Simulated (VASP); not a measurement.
# Cd2S5 (P1) in VASP: single point with PBE

Aim: the single point of Cd2S5 with PBE.

Everything below comes from runs of VASP 6.6.1. Logs are shortened: lines on timing, memory, paths and dates and some standing lists are left out, and cuts for length are marked.

## (1) The cell of the first run

The typed cell holds 7 atoms: a = 4.296 Å, b = 6.613 Å, c = 8.604 Å, α = 85.73°, β = 81.56°, γ = 89.42°.

## (2) Single point, PBE

File INCAR:

```
PREC = Accurate
ENCUT = 520
EDIFF = 1E-6
ISMEAR = 0
SIGMA = 0.02
LREAL = F
LASPH = T
NELM = 80
ALGO = Normal
ISIF = 2
LWAVE = F
LCHARG = T
GGA = PE
LELF = T
LVHAR = T
NBANDS = 36
```

File KPOINTS:

```
Automatic mesh
0
Gamma
  6 4 4
```

File POSCAR:

```
Cd2S5
1.0
    4.2943410179     -0.0008192329      0.1025050521
    0.0655079791      6.6123861814      0.1018996901
    1.0603523018      0.4986425717      8.5241649560
Cd S
2 5
Direct
    0.0414119571      0.1189467839      0.8544560641
    0.5632347171      0.6159204776      0.7985874779
    0.0803435260      0.7942012098      0.7267201497
    0.9626259047      0.3860679922      0.2947169234
    0.2516067964      0.2909475349      0.4566586667
    0.5865115798      0.5205477841      0.4280508149
    0.5142655190      0.2733682174      0.9398099031
```

Potentials or basis: VASP PAW PBE potentials, release 64 (Cd, S).

Launch:

```sh
$ cat potpaw_PBE.64/Cd/POTCAR potpaw_PBE.64/S/POTCAR > POTCAR
$ mpirun -np 1 vasp_std > vasp.out
```

OUTCAR:

```text
PREC = Accurate
   ENCUT = 520
   EDIFF = 1E-6
   ISMEAR = 0
   LREAL = F
   LASPH = T
   NELM = 80
   ISIF = 2
   GGA = PE

 ion  position               nearest neighbor table
   1  0.041  0.119  0.854-   3 2.48   7 2.51   7 2.51
   2  0.563  0.616  0.799-   7 2.49   3 2.50   3 2.51   6 3.28
   3  0.080  0.794  0.727-   1 2.48   2 2.50   2 2.51
   4  0.963  0.386  0.295-   5 2.06   6 2.07
   5  0.252  0.291  0.457-   4 2.06   6 2.08
   6  0.587  0.521  0.428-   4 2.07   5 2.08   2 3.28
   7  0.514  0.273  0.940-   2 2.49   1 2.51   1 2.51

  LATTYP: Found a triclinic cell.
 ALAT       =     8.6043233096
 B/A-ratio  =     0.4992332523
 C/A-ratio  =     0.7686247365
 COS(alpha) =     0.0100793696
 COS(beta)  =     0.0744278041
 COS(gamma) =     0.1468293717

  Lattice vectors:

 A1 = (   1.0603523018,   0.4986425717,   8.5241649560)
 A2 = (   4.2943410179,  -0.0008192329,   0.1025050521)
 A3 = (   0.0655079791,   6.6123861814,   0.1018996901)

Analysis of symmetry for initial positions (statically):
=====================================================================
 Subroutine PRICEL returns:
 Original cell was already a primitive cell.

 Routine SETGRP: Setting up the symmetry group for a
 triclinic supercell.

 Subroutine GETGRP returns: Found  1 space group operations
 (whereof  1 operations were pure point group operations)
 out of a pool of  2 trial point group operations.

The static configuration has the point symmetry C_1 .

Analysis of symmetry for dynamics (positions and initial velocities):
=====================================================================
 Subroutine PRICEL returns:
 Original cell was already a primitive cell.

 Routine SETGRP: Setting up the symmetry group for a
 triclinic supercell.

 Subroutine GETGRP returns: Found  1 space group operations
 (whereof  1 operations were pure point group operations)
 out of a pool of  2 trial point group operations.

The dynamic configuration has the point symmetry C_1 .

 Subroutine INISYM returns: Found  1 space group operations
 (whereof  1 operations are pure point group operations),
 and found     1 'primitive' translations

----------------------------------------------------------------------------------------

                                     Primitive cell

  volume of cell :     241.1176

  direct lattice vectors                    reciprocal lattice vectors
     4.294341018 -0.000819233  0.102505052     0.233555119 -0.001867766 -0.028943523
     0.065507979  6.612386181  0.101899690     0.000240947  0.151365863 -0.008884501
     1.060352302  0.498642572  8.524164956    -0.002811435 -0.001787000  0.117767804

  length of vectors
     4.295564309  6.613495736  8.604323310     0.235349123  0.151626571  0.117814910

  position of ions in fractional coordinates (direct lattice)
     0.041411957  0.118946784  0.854456064
     0.563234717  0.615920478  0.798587478
     0.080343526  0.794201210  0.726720150
     0.962625905  0.386067992  0.294716923
     0.251606796  0.290947535  0.456658667
     0.586511580  0.520547784  0.428050815
     0.514265519  0.273368217  0.939809903

  ion indices of the primitive-cell ions
   primitive index   ion index
                 1           1
                 2           2
                 3           3
                 4           4
                 5           5
                 6           6
                 7           7

----------------------------------------------------------------------------------------

 KPOINTS: Automatic mesh

Automatic generation of k-mesh.
 Grid dimensions read from file:
 generate k-points for:    6    4    4

 Generating k-lattice:

  Cartesian coordinates                     Fractional coordinates (reciprocal lattice)
     0.038925853 -0.000311294 -0.004823920     0.166666667  0.000000000  0.000000000
     0.000060237  0.037841466 -0.002221125     0.000000000  0.250000000  0.000000000
    -0.000702859 -0.000446750  0.029441951    -0.000000000 -0.000000000  0.250000000

  Length of vectors
     0.039224854  0.037906643  0.029453728

  Shift w.r.t. Gamma in fractional coordinates (k-lattice)
     0.000000000  0.000000000  0.000000000

 Subroutine IBZKPT returns following result:
 ===========================================

 Found     52 irreducible k-points:

 Following reciprocal coordinates:
            Coordinates               Weight
  0.000000  0.000000  0.000000      1.000000
  0.166667  0.000000  0.000000      2.000000
  0.333333 -0.000000 -0.000000      2.000000
  0.500000 -0.000000 -0.000000      1.000000
  0.000000  0.250000  0.000000      2.000000
  0.166667  0.250000  0.000000      2.000000
[... 16 lines left out ...]
  0.333333  0.250000  0.250000      2.000000
  0.500000  0.250000  0.250000      2.000000
 [... further k-points ...]
   k-points           NKPTS =     52   k-points in BZ     NKDIM =     52   number of bands    NBANDS=     36
   number of dos      NEDOS =    301   number of ions     NIONS =      7
   total plane-waves  NPLWV = 102400
   dimension x,y,z NGX =    32 NGY =   50 NGZ =   64
   dimension x,y,z NGXF=    64 NGYF=  100 NGZF=  128
   ions per type =               2   5
   NGX,Y,Z   is equivalent  to a cutoff of  12.38, 12.57, 12.37 a.u.
   NGXF,Y,Z  is equivalent  to a cutoff of  24.77, 25.14, 24.73 a.u.
 SYSTEM =  unknown system
   PREC   = accura    normal or accurate (medium, high low for compatibility)
   ISTART =      0    job   : 0-new  1-cont  2-samecut
   ICHARG =      2    charge: 1-file 2-atom 10-const
   ISPIN  =      1    spin polarized calculation?
   LNONCOLLINEAR =      F non collinear calculations
   LSORBIT =      F    spin-orbit coupling
   LASPH  =      T    aspherical Exc in radial PAW
   ENCUT  =  520.0 eV  38.22 Ry    6.18 a.u.   7.99 12.30 16.00*2*pi/ulx,y,z
   NELM   =     80;   NELMIN=  2; NELMDL= -5     # of ELM steps
   EDIFF  = 0.1E-05   stopping-criterion for ELM
   LREAL  =      F    real-space projection
   EDIFFG = 0.1E-04   stopping-criterion for IOM
   NSW    =      0    number of steps for IOM
   IBRION =     -1    ionic relax: 0-MD 1-quasi-New 2-CG
   NFREE  =      0    steps in history (QN), initial steepest desc. (CG)
   ISIF   =      2    stress and relaxation
   ISYM   =      2    0-nonsym 1-usesym 2-fastsym
   POTIM  = 0.5000    time-step for ionic-motion
   TEBEG  =    0.0;   TEEND  =   0.0 temperature during run
   PSTRESS=    0.0 pullay stress
   NELECT =      54.0000    total number of electrons
   NUPDOWN=      -1.0000    fix difference up-down
   EMIN   =  10.00;   EMAX   =-10.00  energy-range for DOS
   EFERMI =   0.00;   METHOD = LEGACY
   ISMEAR =     0;   SIGMA  =   0.02  broadening in eV -4-tet -1-fermi 0-gaus
   EFERMI_NEDOS =   21; number of points for ismear=-14 and -15
   IALGO  =     38    algorithm
   IMIX   =      4    mixing-type and parameters
     AMIX     =   0.40;   BMIX     =  1.00
     AMIX_MAG =   1.60;   BMIX_MAG =  1.00
  volume/ion in A,a.u.               =      34.45       232.45
  Fermi-wavevector in a.u.,A,eV,Ry     =   0.994176  1.878719 13.447795  0.988385
  Thomas-Fermi vector in A             =   2.126109
   LORBIT       =      0    0 simple, 1 ext, 2 COOP (PROOUT), +10 PAW based schemes
   GGA     = PE    functional components
   LHFCALC =     F    Hartree Fock is set to
   AEXX    =    0.0000 exact exchange contribution
   IVDW    =     0    specifies the selected vdW correction
   LEPSILON=     F    determine dielectric tensor
   LRPA    =     F    only Hartree local field effects (RPA)
 non-spin polarized calculation
 Gauss-broadening in eV      SIGMA  =   0.02
  energy-cutoff  :      520.00
  volume of cell :      241.12
 maximum number of plane-waves:      6515
   NGX = 15   NGY = 25   NGZ = 31

 number of electron      54.0000003 magnetization

 Free energy of the ion-electron system (eV)
  ---------------------------------------------------
  ext. energy  EPLUGINS =         0.00000000
  ---------------------------------------------------
  free energy    TOTEN  =       -23.77570822 eV

  energy without entropy =      -23.77570822  energy(sigma->0) =      -23.77570822

 E-fermi :  -0.3344     XC(G=0):  -7.1391

 val. band max:       -0.4882926084   @ k =  -0.0000  -0.0000   0.5000
 cond. band min:       1.7019155699   @ k =  -0.0000  -0.0000   0.5000
 fundamental gap:      2.1902081784
 Fermi energy:        -0.3343510238

 k-point     1 :       0.0000    0.0000    0.0000
  band No.  band energies     occupation
      1     -16.8319      2.00000
      2     -12.0209      2.00000
      3     -11.8907      2.00000
      4     -11.7838      2.00000
      5     -11.6302      2.00000
      6      -8.0208      2.00000
[... 28 lines left out ...]
     35       5.9287      0.00000
     36       6.3952      0.00000

 k-point     2 :       0.1667    0.0000    0.0000
  band No.  band energies     occupation
      1     -16.6624      2.00000
      2     -13.0744      2.00000
      3     -11.9615      2.00000
      4     -11.6751      2.00000
      5     -10.6383      2.00000
      6      -7.9879      2.00000
[... 28 lines left out ...]
     35       5.7027      0.00000
     36       6.4223      0.00000

 k-point     3 :       0.3333   -0.0000   -0.0000
  band No.  band energies     occupation
      1     -16.1620      2.00000
      2     -14.2968      2.00000
      3     -11.8287      2.00000
      4     -11.6616      2.00000
      5      -9.6801      2.00000
      6      -7.9042      2.00000
[... 28 lines left out ...]
     35       6.0760      0.00000
     36       6.6647      0.00000
[... 742 lines left out ...]
 k-point    23 :       0.3333    0.2500    0.2500
  band No.  band energies     occupation
      1     -16.1616      2.00000
      2     -14.2962      2.00000
      3     -11.8038      2.00000
      4     -11.6874      2.00000
      5      -9.6818      2.00000
      6      -7.8662      2.00000
[... 28 lines left out ...]
     35       6.0578      0.00000
     36       6.5820      0.00000

 k-point    24 :       0.5000    0.2500    0.2500
  band No.  band energies     occupation
      1     -15.3767      2.00000
      2     -15.3346      2.00000
      3     -11.7237      2.00000
      4     -11.6929      2.00000
      5      -9.2262      2.00000
      6      -7.8100      2.00000
[... 28 lines left out ...]
     35       6.1847      0.00000
     36       6.5835      0.00000

 [... further k-points ...]

------------------------ aborting loop because EDIFF is reached ----------------------------------------

  FORCE on cell =-STRESS in cart. coord.  units (eV):
  Direction    XX          YY          ZZ          XY          YZ          ZX
  --------------------------------------------------------------------------------------
  -------------------------------------------------------------------------------------
  Total       -0.1200962      0.0200296     -0.1070164      0.0001533      0.0222027      0.0039729
  in kB       -0.7980147      0.1330924     -0.7111022      0.0010189      0.1475325      0.0263992
  external PRESSURE =      -0.4586748 kB  Pullay stress =       0.0000000 kB

 VOLUME and BASIS-vectors are now :
 -----------------------------------------------------------------------------
  energy-cutoff  :      520.00
  volume of cell :      241.12
      direct lattice vectors                 reciprocal lattice vectors
     4.294341018 -0.000819233  0.102505052     0.233555119 -0.001867766 -0.028943523
     0.065507979  6.612386181  0.101899690     0.000240947  0.151365863 -0.008884501
     1.060352302  0.498642572  8.524164956    -0.002811435 -0.001787000  0.117767804

 POSITION                                       TOTAL-FORCE (eV/Angst)
 -----------------------------------------------------------------------------------
      1.09165      1.21256      7.29989        -0.000595      0.003580      0.000487
      3.30585      4.47045      6.92779        -0.000538      0.000248      0.000878
      1.16763      5.61387      6.28385        -0.000446     -0.002831     -0.037997
      4.47164      2.69900      2.65023         0.002263      0.019463      0.130227
      1.58376      2.15136      3.94807         0.000212      0.105349     -0.084409
      3.00667      3.65503      3.76194        -0.002126     -0.124863     -0.048732
      3.22287      2.27582      8.09167         0.001230     -0.000946      0.039548
 -----------------------------------------------------------------------------------
    total drift:                               -0.000170      0.000068     -0.000283

  FREE ENERGIE OF THE ION-ELECTRON SYSTEM (eV)
  ---------------------------------------------------
  free  energy   TOTEN  =       -23.7757082161 eV

  energy  without entropy=      -23.7757082161  energy(sigma->0) =      -23.77570822
```

It took 4.6 min on 1 thread of Intel Xeon Platinum 8375C at 2.90GHz (Ice Lake), shared host; peak memory 0.51 GiB.

What came out:

| Property | Result |
| --- | --- |
| Free energy | -23.7757 eV |
| Pressure | 0.0 GPa |
| Largest force | 0.135 eV/Å |
| Band gap on the k mesh | 2.19 eV, direct |

Forces in eV/Å, atoms in the order of the input:
```
Cd  -0.001  0.004  0.000
Cd  -0.001  0.000  0.001
S    0.000 -0.003 -0.038
S    0.002  0.019  0.130
S    0.000  0.105 -0.084
S   -0.002 -0.125 -0.049
S    0.001 -0.001  0.040
```

Stress tensor (GPa, compression positive):
```
-0.08  0.00  0.00
 0.00  0.01  0.01
 0.00  0.01 -0.07
```
